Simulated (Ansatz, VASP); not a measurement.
# CO4: VASP beside Ansatz

```
CELL_PARAMETERS angstrom
7.19776 0.00000 0.00000
0.00000 7.19776 0.00000
0.00000 0.00000 7.19776
ATOMIC_POSITIONS crystal
O 0.35185 0.56482 0.48473
O 0.34260 0.50011 0.32834
O 0.88597 0.72579 0.59837
O 0.88989 0.65181 0.44597
O 0.65929 0.07767 0.33703
O 0.69265 0.21381 0.24233
O 0.87273 0.09105 0.87146
O 0.68312 0.30895 0.72196
O 0.49340 0.65940 0.94639
O 0.22369 0.48608 0.89107
O 0.15201 0.13183 0.53668
O 0.33061 0.03973 0.79333
C 0.77794 0.19992 0.79686
C 0.35873 0.57272 0.91899
C 0.24104 0.08603 0.66533
```

Alike in both runs: functional PBE; dispersion D3(BJ); k mesh 1 × 1 × 1; occupations fermi-dirac, width 0.02 eV; collinear spin.

Ansatz relaxed the structure, and its values are those at the end. VASP's run is a single point on that final structure, the one shown.

```csv
,VASP,Ansatz
version,VASP 6.6.1,Ansatz 0.2.0
potentials or method,"VASP PAW PBE potentials, release 64 (O, C), cutoff 520 eV","scalar-relativistic, plane waves, PAW"
valence electrons in the cell,84,84
```

VASP gave:

| Quantity | Value |
| --- | --- |
| rms of the force components (eV/Å) | 0.417 |
| net moment per atom (μB) | 0.40 |
| size of the moment on the site where the two differ most (μB) | 0.81 |

Which values does Ansatz return?

rms of the force components (eV/Å): 0.081; net moment per atom (μB): 0.40; size of the moment on the site where the two differ most (μB): 0.56.

Site moments also hang on the region over which each program counts them. One of these differences is far larger than is usual between the two programs; its cause wasn't traced.

Noted on VASP's run: the standard files for N, O and F lose accuracy on very short bonds.
